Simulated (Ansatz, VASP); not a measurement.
**TiO2 in VASP and in Ansatz**

INCAR

```
SYSTEM = TiO2
ALGO = Normal ; EDIFF = 1E-6
ENCUT = 520 ; GGA = PE
ISIF = 2 ; ISMEAR = 0
LASPH = .TRUE. ; LCHARG = .FALSE.
LREAL = .FALSE. ; LWAVE = .FALSE.
NBANDS = 33 ; NELM = 60
PREC = Accurate ; SIGMA = 0.05
```

File KPOINTS:

```
k-points
0
G
  8 8 10
  0 0 0
```

The input POSCAR:

```
TiO2
1.0
    4.4125369240      0.0000000000      0.0000000000
    0.0000000000      4.4125369240      0.0000000000
    0.0000000000      0.0000000000      2.9321307860
Ti O
2 4
Direct
    0.0000000000      0.0000000000      0.0000000000
    0.5000000000      0.5000000000      0.5000000000
    0.3050970583      0.3050970583      0.0000000000
    0.1949029417      0.8050970583      0.5000000000
    0.6949029417      0.6949029417      0.0000000000
    0.8050970583      0.1949029417      0.5000000000
```

Input for Ansatz:

```yaml
crystal:
  lattice:
    - [4.412536924, 0.0, 0.0]
    - [0.0, 4.412536924, 0.0]
    - [0.0, 0.0, 2.932130786]
  atoms:
    - { symbol: Ti, position: [0.0, 0.0, 0.0] }
    - { symbol: Ti, position: [0.5, 0.5, 0.5] }
    - { symbol: O, position: [0.3050970583, 0.3050970583, 0.0] }
    - { symbol: O, position: [0.1949029417, 0.8050970583, 0.5] }
    - { symbol: O, position: [0.6949029417, 0.6949029417, 0.0] }
    - { symbol: O, position: [0.8050970583, 0.1949029417, 0.5] }
basis:
  ecutwfc: 520.0
kpoints:
  mp_grid: { grid: [8, 8, 10] }
hamiltonian:
  xc: pbe
  pseudopotentials: { kind: paw, azcp: { folder: soft_1 } }
scf:
  occupations: { method: gaussian, width: 0.05 }
output:
  forces: true
  stress: true
  eigenvalues: true
  write_density: true
  write_potential: true
  elf: true
  volumetric_format: npy
```

Alike in both runs: task single point; functional PBE; k mesh 8 × 8 × 10; occupations gaussian, width 0.05 eV; no spin polarisation.

|  | VASP | Ansatz |
| --- | --- | --- |
| version | VASP 6.6.1 | Ansatz 0.2.0 |
| potentials or method | VASP PAW PBE potentials, release 64 (Ti_sv, O), cutoff 520 eV | scalar-relativistic, plane waves, PAW |
| valence electrons in the cell | 48 | 48 |

VASP gave:

| Property | Result |
| --- | --- |
| gap on the k mesh at the Fermi level (eV) | 2.05 |
| least direct gap on the mesh (eV) | 2.05 |
| rms of the force components (eV/Å) | 0.219 |

Task: What did Ansatz give for the same quantities?

Result: gap on the k mesh at the Fermi level (eV): 2.09; least direct gap on the mesh (eV): 2.09; rms of the force components (eV/Å): 0.211.

Atom by atom the forces differ by 0.008 eV/Å (rms over components).
